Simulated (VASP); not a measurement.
A run of VASP 6.6.1:

INCAR

```
  PREC = Accurate
  ENCUT = 520
  EDIFF = 1E-6
  ISMEAR = 0
  SIGMA = 0.1
  LREAL = F
  LASPH = T
  NELM = 150
  ALGO = Fast
  ISIF = 2
  LWAVE = F
  LCHARG = F
  ISPIN = 2
  MAGMOM = 0 0 0 1 1 1
  LORBIT = 11
  LMAXMIX = 4
  GGA = PE
  NBANDS = 40
```

File KPOINTS:

```
regular mesh
0
Gamma
  6 6 2
```

File POSCAR:

```
Na3TiPd2
1.0
    4.3913444045      0.0000000000      0.0000000000
   -2.1956722023      3.8030158111      0.0000000000
    0.0000000000      0.0000000000      8.7878573560
Na Ti Pd
3 1 2
Direct
    0.0000000000      0.0000000000      0.5000000000
    0.6666666667      0.3333333333      0.2603297821
    0.3333333333      0.6666666667      0.7396702179
    0.0000000000      0.0000000000      0.0000000000
    0.6666666667      0.3333333333      0.9214722584
    0.3333333333      0.6666666667      0.0785277416
```

Potentials or basis: VASP PAW PBE potentials, release 64 (Na_pv, Ti_sv, Pd).

Launch:

```bash
$ cat potpaw_PBE.64/Na_pv/POTCAR potpaw_PBE.64/Ti_sv/POTCAR potpaw_PBE.64/Pd/POTCAR > POTCAR
$ mpirun -np 1 vasp_std > vasp.out
```

Hardware: 1 thread of Intel(R) Xeon(R) Platinum 8259CL CPU @ 2.50GHz (Skylake/Cascade Lake), with other jobs on the host.

**Question.** How long does it take, and how much memory?

**Answer.** Wall time 6.8 min on 1 thread of Intel(R) Xeon(R) Platinum 8259CL CPU @ 2.50GHz (Skylake/Cascade Lake) (shared host), peak memory 0.42 GiB. Counts: scf iterations 27, k points 14.
